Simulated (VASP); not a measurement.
Input of a VASP 6.6.1 run:

POSCAR

```
ZrP2O2
1.0
    3.2622913830     -0.0000002580      0.0000000000
   -1.6311454681      2.8252273412      0.0000000000
    0.0000000000      0.0000000000     35.6917840000
Zr P O
1 2 2
Direct
    0.0000000000      0.0000000000      0.2220373553
    0.6666666667      0.3333333333      0.3675451222
    0.3333333333      0.6666666667      0.3327519191
    0.6666666667      0.3333333333      0.2490561966
    0.3333333333      0.6666666667      0.1948620829
```

The input INCAR.step1:

```
PREC = Accurate ; ENCUT = 520
EDIFF = 1E-6 ; ISMEAR = 0
SIGMA = 0.02 ; LREAL = False
LASPH = True ; NELM = 100
ALGO = Normal ; ISIF = 2
LWAVE = False ; LCHARG = True
LMAXMIX = 4 ; LDIPOL = True
IDIPOL = 3 ; DIPOL = 0.5 0.5 0.273
GGA = PE ; IVDW = 12
NBANDS = 25
```

Contents of KPOINTS.step1:

```
regular mesh
0
Gamma
  12 12 1
```

INCAR.step2

```
PREC = Accurate ; ENCUT = 520
EDIFF = 1E-6 ; ISMEAR = -5
SIGMA = 0.02 ; LREAL = False
LASPH = True ; NELM = 100
ALGO = Normal ; ISIF = 2
LWAVE = False ; LCHARG = False
LMAXMIX = 4 ; LDIPOL = True
IDIPOL = 3 ; DIPOL = 0.5 0.5 0.273
GGA = PE ; IVDW = 12
LORBIT = 10 ; NBANDS = 25
NEDOS = 2001 ; ICHARG = 11
```

File KPOINTS.step2:

```
regular mesh
0
Gamma
  18 18 1
```

Potentials or basis: VASP PAW PBE potentials, release 64 (Zr_sv, P, O).

Command:

```bash
$ cat potpaw_PBE.64/Zr_sv/POTCAR potpaw_PBE.64/P/POTCAR potpaw_PBE.64/O/POTCAR > POTCAR
$ cp INCAR.step1 INCAR
$ cp KPOINTS.step1 KPOINTS
$ mpirun -np 1 vasp_std > vasp.out
$ cp INCAR.step2 INCAR
$ cp KPOINTS.step2 KPOINTS
$ mpirun -np 1 vasp_std > vasp.out
```

Question: Predict the dispersion energy per atom.

Answer: -0.202 eV.
